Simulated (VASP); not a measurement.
# ZnSe (P4/nmm) in VASP: a series of runs

ZnSe is run at these levels: PBEsol; tasks: single point.

Everything below comes from runs of VASP 6.6.1. Logs are shortened: lines on timing, memory, paths and dates and some standing lists are left out, and cuts for length are marked.

### 1 The cell of the first run

The structure is tetragonal, space group P4/nmm (No. 129). Conventional cell: a = 4.167 Å, b = 4.167 Å, c = 4.865 Å, α = 90.00°, β = 90.00°, γ = 90.00°. Within 3.2 Å of Zn (site symmetry -4m2) lie 4 Se at 2.46 Å and 4 Zn at 2.95 Å. Se (site symmetry 4mm) has 4 Zn at 2.46 Å within 3.2 Å.

### 2 Single point, PBEsol

INCAR reads:

```
PREC     = Accurate       # precision mode
ENCUT    = 520            # plane-wave cutoff, eV
EDIFF    = 1E-6           # SCF threshold, eV
ISMEAR   = 0              # smearing method
SIGMA    = 0.05           # smearing width, eV
LREAL    = False          # projectors in reciprocal space
LASPH    = True           # aspherical terms in the spheres
NELM     = 60             # most SCF steps
ALGO     = Normal         # electronic algorithm
ISIF     = 2              # what is computed and relaxed
LWAVE    = False          # write WAVECAR
LCHARG   = False          # write CHGCAR
GGA      = PS             # functional
NBANDS   = 26             # bands
```

KPOINTS reads:

```
regular mesh
0
Gamma
  8 8 6
```

POSCAR reads:

```
ZnSe
1.0
    4.1670000000      0.0000000000      0.0000000000
    0.0000000000      4.1670000000      0.0000000000
    0.0000000000      0.0000000000      4.8652000000
Zn Se
2 2
Direct
    0.0000000000      0.0000000000      0.0000000000
    0.5000000000      0.5000000000      0.0000000000
    0.0000000000      0.5000000000      0.2681677050
    0.5000000000      0.0000000000      0.7318322950
```

Potentials or basis: VASP PAW PBE potentials, release 64 (Zn, Se).

The run is started by

```console
cat potpaw_PBE.64/Zn/POTCAR potpaw_PBE.64/Se/POTCAR > POTCAR
mpirun -np 1 vasp_std > vasp.out
```

OUTCAR:

```text
PREC = Accurate
   ENCUT = 520
   EDIFF = 1E-6
   ISMEAR = 0
   LREAL = False
   LASPH = True
   NELM = 60
   ISIF = 2
   GGA = PS

 ion  position               nearest neighbor table
   1  0.000  0.000  0.000-   3 2.46   4 2.46   3 2.46   4 2.46   2 2.95   2 2.95   2 2.95   2 2.95

   2  0.500  0.500  0.000-   3 2.46   4 2.46   4 2.46   3 2.46   1 2.95   1 2.95   1 2.95   1 2.95

   3  0.000  0.500  0.268-   1 2.46   2 2.46   1 2.46   2 2.46
   4  0.500  0.000  0.732-   1 2.46   2 2.46   2 2.46   1 2.46

  LATTYP: Found a simple tetragonal cell.
 ALAT       =     4.1670000000
 C/A-ratio  =     1.1675545956

  Lattice vectors:

 A1 = (   4.1670000000,   0.0000000000,   0.0000000000)
 A2 = (   0.0000000000,   4.1670000000,   0.0000000000)
 A3 = (   0.0000000000,   0.0000000000,   4.8652000000)

Analysis of symmetry for initial positions (statically):
=====================================================================
 Subroutine PRICEL returns:
 Original cell was already a primitive cell.

 Routine SETGRP: Setting up the symmetry group for a
 simple tetragonal supercell.

 Subroutine GETGRP returns: Found 16 space group operations
 (whereof  8 operations were pure point group operations)
 out of a pool of 16 trial point group operations.

The static configuration has the point symmetry D_2d.
 The point group associated with its full space group is D_4h.

Analysis of symmetry for dynamics (positions and initial velocities):
=====================================================================
 Subroutine PRICEL returns:
 Original cell was already a primitive cell.

 Routine SETGRP: Setting up the symmetry group for a
 simple tetragonal supercell.

 Subroutine GETGRP returns: Found 16 space group operations
 (whereof  8 operations were pure point group operations)
 out of a pool of 16 trial point group operations.

The dynamic configuration has the point symmetry D_2d.
 The point group associated with its full space group is D_4h.

 Subroutine INISYM returns: Found 16 space group operations
 (whereof  8 operations are pure point group operations),
 and found     1 'primitive' translations

----------------------------------------------------------------------------------------

                                     Primitive cell

  volume of cell :      84.4788

  direct lattice vectors                    reciprocal lattice vectors
     4.167000000  0.000000000  0.000000000     0.239980802  0.000000000  0.000000000
     0.000000000  4.167000000  0.000000000     0.000000000  0.239980802  0.000000000
     0.000000000  0.000000000  4.865200000     0.000000000  0.000000000  0.205541396

  length of vectors
     4.167000000  4.167000000  4.865200000     0.239980802  0.239980802  0.205541396

  position of ions in fractional coordinates (direct lattice)
     0.000000000  0.000000000  0.000000000
     0.500000000  0.500000000  0.000000000
     0.000000000  0.500000000  0.268167705
     0.500000000  0.000000000  0.731832295

  ion indices of the primitive-cell ions
   primitive index   ion index
                 1           1
                 2           2
                 3           3
                 4           4

----------------------------------------------------------------------------------------

 KPOINTS: regular mesh

Automatic generation of k-mesh.
 Grid dimensions read from file:
 generate k-points for:    8    8    6

 Generating k-lattice:

  Cartesian coordinates                     Fractional coordinates (reciprocal lattice)
     0.029997600  0.000000000  0.000000000     0.125000000  0.000000000  0.000000000
     0.000000000  0.029997600  0.000000000     0.000000000  0.125000000  0.000000000
     0.000000000  0.000000000  0.034256899     0.000000000  0.000000000  0.166666667

  Length of vectors
     0.029997600  0.029997600  0.034256899

  Shift w.r.t. Gamma in fractional coordinates (k-lattice)
     0.000000000  0.000000000  0.000000000

 Subroutine IBZKPT returns following result:
 ===========================================

 Found     60 irreducible k-points:

 Following reciprocal coordinates:
            Coordinates               Weight
  0.000000  0.000000  0.000000      1.000000
  0.125000  0.000000  0.000000      4.000000
  0.250000  0.000000  0.000000      4.000000
  0.375000  0.000000  0.000000      4.000000
  0.500000  0.000000  0.000000      2.000000
  0.125000  0.125000  0.000000      4.000000
[... 16 lines left out ...]
  0.375000  0.125000  0.166667     16.000000
  0.500000  0.125000  0.166667      8.000000
 [... further k-points ...]
   k-points           NKPTS =     60   k-points in BZ     NKDIM =     60   number of bands    NBANDS=     26
   number of dos      NEDOS =    301   number of ions     NIONS =      4
   total plane-waves  NPLWV =  36864
   dimension x,y,z NGX =    32 NGY =   32 NGZ =   36
   dimension x,y,z NGXF=    64 NGYF=   64 NGZF=   72
   ions per type =               2   2
   NGX,Y,Z   is equivalent  to a cutoff of  12.77, 12.77, 12.30 a.u.
   NGXF,Y,Z  is equivalent  to a cutoff of  25.53, 25.53, 24.60 a.u.
 SYSTEM =  unknown system
   PREC   = accura    normal or accurate (medium, high low for compatibility)
   ISTART =      0    job   : 0-new  1-cont  2-samecut
   ICHARG =      2    charge: 1-file 2-atom 10-const
   ISPIN  =      1    spin polarized calculation?
   LNONCOLLINEAR =      F non collinear calculations
   LSORBIT =      F    spin-orbit coupling
   LASPH  =      T    aspherical Exc in radial PAW
   ENCUT  =  520.0 eV  38.22 Ry    6.18 a.u.   7.75  7.75  9.05*2*pi/ulx,y,z
   NELM   =     60;   NELMIN=  2; NELMDL= -5     # of ELM steps
   EDIFF  = 0.1E-05   stopping-criterion for ELM
   LREAL  =      F    real-space projection
   EDIFFG = 0.1E-04   stopping-criterion for IOM
   NSW    =      0    number of steps for IOM
   IBRION =     -1    ionic relax: 0-MD 1-quasi-New 2-CG
   NFREE  =      0    steps in history (QN), initial steepest desc. (CG)
   ISIF   =      2    stress and relaxation
   ISYM   =      2    0-nonsym 1-usesym 2-fastsym
   POTIM  = 0.5000    time-step for ionic-motion
   TEBEG  =    0.0;   TEEND  =   0.0 temperature during run
   PSTRESS=    0.0 pullay stress
   NELECT =      36.0000    total number of electrons
   NUPDOWN=      -1.0000    fix difference up-down
   EMIN   =  10.00;   EMAX   =-10.00  energy-range for DOS
   EFERMI =   0.00;   METHOD = LEGACY
   ISMEAR =     0;   SIGMA  =   0.05  broadening in eV -4-tet -1-fermi 0-gaus
   EFERMI_NEDOS =   21; number of points for ismear=-14 and -15
   IALGO  =     38    algorithm
   IMIX   =      4    mixing-type and parameters
     AMIX     =   0.40;   BMIX     =  1.00
     AMIX_MAG =   1.60;   BMIX_MAG =  1.00
  volume/ion in A,a.u.               =      21.12       142.52
  Fermi-wavevector in a.u.,A,eV,Ry     =   1.231950  2.328048 20.649575  1.517701
  Thomas-Fermi vector in A             =   2.366739
   LORBIT       =      0    0 simple, 1 ext, 2 COOP (PROOUT), +10 PAW based schemes
   GGA     = PS    functional components
   LHFCALC =     F    Hartree Fock is set to
   AEXX    =    0.0000 exact exchange contribution
   IVDW    =     0    specifies the selected vdW correction
   LEPSILON=     F    determine dielectric tensor
   LRPA    =     F    only Hartree local field effects (RPA)
 non-spin polarized calculation
 Gauss-broadening in eV      SIGMA  =   0.05
  energy-cutoff  :      520.00
  volume of cell :       84.48
 maximum number of plane-waves:      2306
 NGX is ok and might be reduce to    32
   NGX = 15   NGY = 15   NGZ = 19

 number of electron      35.9999995 magnetization

 Free energy of the ion-electron system (eV)
  ---------------------------------------------------
  ext. energy  EPLUGINS =         0.00000000
  ---------------------------------------------------
  free energy    TOTEN  =       -12.73425848 eV

  energy without entropy =      -12.73425848  energy(sigma->0) =      -12.73425848

 E-fermi :   2.6111     XC(G=0):  -9.9124

 val. band max:        2.3511985388   @ k =   0.0000   0.0000   0.0000
 cond. band min:       2.9824387144   @ k =   0.0000   0.0000   0.0000
 fundamental gap:      0.6312401756
 Fermi energy:         2.6111316451

 k-point     1 :       0.0000    0.0000    0.0000
  band No.  band energies     occupation
      1     -11.6160      2.00000
      2     -10.0996      2.00000
      3      -4.9596      2.00000
      4      -4.9178      2.00000
      5      -4.8987      2.00000
      6      -4.8987      2.00000
[... 18 lines left out ...]
     25      11.9428      0.00000
     26      12.2353      0.00000

 k-point     2 :       0.1250    0.0000    0.0000
  band No.  band energies     occupation
      1     -11.5406      2.00000
      2     -10.1237      2.00000
      3      -4.9359      2.00000
      4      -4.9298      2.00000
      5      -4.8849      2.00000
      6      -4.8467      2.00000
[... 18 lines left out ...]
     25      10.7161      0.00000
     26      11.4070      0.00000

 k-point     3 :       0.2500    0.0000    0.0000
  band No.  band energies     occupation
      1     -11.3277      2.00000
      2     -10.2124      2.00000
      3      -4.9236      2.00000
      4      -4.8695      2.00000
      5      -4.8170      2.00000
      6      -4.7599      2.00000
[... 18 lines left out ...]
     25       9.7753      0.00000
     26      11.0631      0.00000

 k-point     4 :       0.3750    0.0000    0.0000
  band No.  band energies     occupation
      1     -11.0189      2.00000
      2     -10.3973      2.00000
      3      -4.8726      2.00000
      4      -4.7786      2.00000
      5      -4.7078      2.00000
      6      -4.7022      2.00000
[... 18 lines left out ...]
     25       9.6664      0.00000
     26      10.6457      0.00000

 k-point     5 :       0.5000    0.0000    0.0000
  band No.  band energies     occupation
      1     -10.6826      2.00000
      2     -10.6826      2.00000
      3      -4.7894      2.00000
      4      -4.7894      2.00000
      5      -4.6815      2.00000
      6      -4.6815      2.00000
[... 18 lines left out ...]
     25      10.2397      0.00000
     26      10.2397      0.00000

 k-point     6 :       0.1250    0.1250    0.0000
  band No.  band energies     occupation
      1     -11.4670      2.00000
      2     -10.1423      2.00000
      3      -4.9841      2.00000
      4      -4.8750      2.00000
      5      -4.8452      2.00000
      6      -4.8218      2.00000
[... 427 lines left out ...]
 k-point    21 :       0.1250    0.1250    0.1667
  band No.  band energies     occupation
      1     -11.3933      2.00000
      2     -10.2211      2.00000
      3      -4.9944      2.00000
      4      -4.8724      2.00000
      5      -4.8574      2.00000
      6      -4.8264      2.00000
[... 18 lines left out ...]
     25       9.4242      0.00000
     26      12.0223      0.00000

 k-point    22 :       0.2500    0.1250    0.1667
  band No.  band energies     occupation
      1     -11.1961      2.00000
      2     -10.2706      2.00000
      3      -5.0139      2.00000
      4      -4.8123      2.00000
      5      -4.7974      2.00000
      6      -4.7325      2.00000
[... 18 lines left out ...]
     25       9.2058      0.00000
     26      11.7728      0.00000

 k-point    23 :       0.3750    0.1250    0.1667
  band No.  band energies     occupation
      1     -10.9167      2.00000
      2     -10.3991      2.00000
      3      -4.9740      2.00000
      4      -4.7519      2.00000
      5      -4.7310      2.00000
      6      -4.6847      2.00000
[... 18 lines left out ...]
     25       9.8707      0.00000
     26      11.3526      0.00000

 k-point    24 :       0.5000    0.1250    0.1667
  band No.  band energies     occupation
      1     -10.6263      2.00000
      2     -10.6263      2.00000
      3      -4.8661      2.00000
      4      -4.8661      2.00000
      5      -4.6700      2.00000
      6      -4.6700      2.00000
[... 18 lines left out ...]
     25      11.1486      0.00000
     26      11.1486      0.00000

 [... further k-points ...]
[... 5 lines left out ...]
  --------------------------------------------------------------------------------------
  -------------------------------------------------------------------------------------
  Total        1.2958193      1.2958193      2.6776447      0.0000000      0.0000000      0.0000000
  in kB       24.5757803     24.5757803     50.7827047      0.0000000      0.0000000      0.0000000
  external PRESSURE =      33.3114218 kB  Pullay stress =       0.0000000 kB

 VOLUME and BASIS-vectors are now :
 -----------------------------------------------------------------------------
  energy-cutoff  :      520.00
  volume of cell :       84.48
      direct lattice vectors                 reciprocal lattice vectors
     4.167000000  0.000000000  0.000000000     0.239980802  0.000000000  0.000000000
     0.000000000  4.167000000  0.000000000     0.000000000  0.239980802  0.000000000
     0.000000000  0.000000000  4.865200000     0.000000000  0.000000000  0.205541396

 POSITION                                       TOTAL-FORCE (eV/Angst)
 -----------------------------------------------------------------------------------
      0.00000      0.00000      0.00000         0.000000      0.000000      0.000000
      2.08350      2.08350      0.00000         0.000000     -0.000000      0.000000
      0.00000      2.08350      1.30469         0.000000     -0.000000      0.964584
      2.08350      0.00000      3.56051         0.000000      0.000000     -0.964584
 -----------------------------------------------------------------------------------
    total drift:                                0.000000     -0.000000     -0.000000

  FREE ENERGIE OF THE ION-ELECTRON SYSTEM (eV)
  ---------------------------------------------------
  free  energy   TOTEN  =       -12.7342584838 eV

  energy  without entropy=      -12.7342584838  energy(sigma->0) =      -12.73425848
```

Wall time 58 s (1 thread of Intel Xeon Platinum 8488C (Sapphire Rapids), shared host); peak memory 0.26 GiB.

Results:

| Quantity | Value |
| --- | --- |
| Free energy | -12.7343 eV |
| Pressure | 3.3 GPa |
| Largest force | 0.965 eV/Å |
| Band gap on the k mesh | 0.63 eV, direct |

Forces on the atoms (eV/Å):
```
Zn   0.000  0.000  0.000
Zn   0.000  0.000  0.000
Se   0.000  0.000  0.965
Se   0.000  0.000 -0.965
```

Caveat: the PAW data sets were made with another functional, which shifts forces and pressure a little.

### 3 Single point, PBEsol

This run uses another cell than the first one, of 21.70 Å³/atom, 1.028 times its volume.

INCAR reads:

```
PREC = Accurate
ENCUT = 520
EDIFF = 1E-6
ISMEAR = 0
SIGMA = 0.05
LREAL = False
LASPH = True
NELM = 80
ALGO = Normal
ISIF = 2
LWAVE = False
LCHARG = False
GGA = PS
NBANDS = 26
```

KPOINTS is that of step 2.

POSCAR reads:

```
ZnSe
1.0
    3.7443000000      0.0000000000      0.0000000000
    0.0000000000      3.7443000000      0.0000000000
    0.0000000000      0.0000000000      6.1921000000
Zn Se
2 2
Direct
    0.0000000000      0.0000000000      0.0000000000
    0.5000000000      0.5000000000      0.0000000000
    0.0000000000      0.5000000000      0.2681677050
    0.5000000000      0.0000000000      0.7318322950
```

Potentials or basis: VASP PAW PBE potentials, release 64 (Zn, Se).

The run is started by

```console
cat potpaw_PBE.64/Zn/POTCAR potpaw_PBE.64/Se/POTCAR > POTCAR
mpirun -np 1 vasp_std > vasp.out
```

It took 61 s on 1 thread of Intel Xeon Platinum 8488C (Sapphire Rapids), shared host; peak memory 0.26 GiB.

Results (log left out):

```
Free energy            : -12.5726 eV
Pressure               : 2.8 GPa
Largest force          : 0.604 eV/Å
Band gap on the k mesh : 1.42 eV, direct
```

Forces in eV/Å, atoms in the order of the input:
```
Zn   0.000  0.000  0.000
Zn   0.000  0.000  0.000
Se   0.000  0.000 -0.604
Se   0.000  0.000  0.604
```

Stress tensor (GPa, compression positive):
```
 6.14  0.00  0.00
 0.00  6.14  0.00
 0.00  0.00 -3.85
```

Levels at points of the mesh, in eV from the valence-band top:
| k point | band 14 | band 15 | band 16 | band 17 | band 18 | band 19 | band 20 | band 21 | band 22 | band 23 |
| --- | --- | --- | --- | --- | --- | --- | --- | --- | --- | --- |
| (0.00, 0.00, 0.00) | -2.18 | -2.18 | -0.96 | 0.00 | 0.00 | 1.42 | 2.94 | 3.02 | 5.03 | 5.03 |
| (0.50, 0.00, 0.00) | -5.42 | -2.77 | -2.77 | -0.59 | -0.59 | 3.71 | 3.71 | 5.14 | 5.14 | 6.66 |
| (0.50, 0.50, 0.00) | -4.48 | -3.13 | -3.13 | -2.94 | -2.94 | 2.27 | 2.27 | 2.36 | 2.36 | 9.79 |
| (0.00, 0.00, 0.50) | -2.52 | -1.96 | -1.96 | -0.43 | -0.43 | 3.10 | 3.16 | 3.49 | 5.13 | 5.75 |
| (0.50, 0.00, 0.50) | -5.88 | -1.64 | -1.64 | -0.57 | -0.57 | 2.01 | 2.01 | 5.32 | 5.32 | 6.26 |
| (0.50, 0.50, 0.50) | -4.27 | -3.49 | -3.49 | -3.35 | -3.35 | 3.49 | 3.49 | 3.93 | 3.93 | 6.77 |

Caveat: the PAW data sets were made with another functional, which shifts forces and pressure a little.

[end of part 1 of 2]
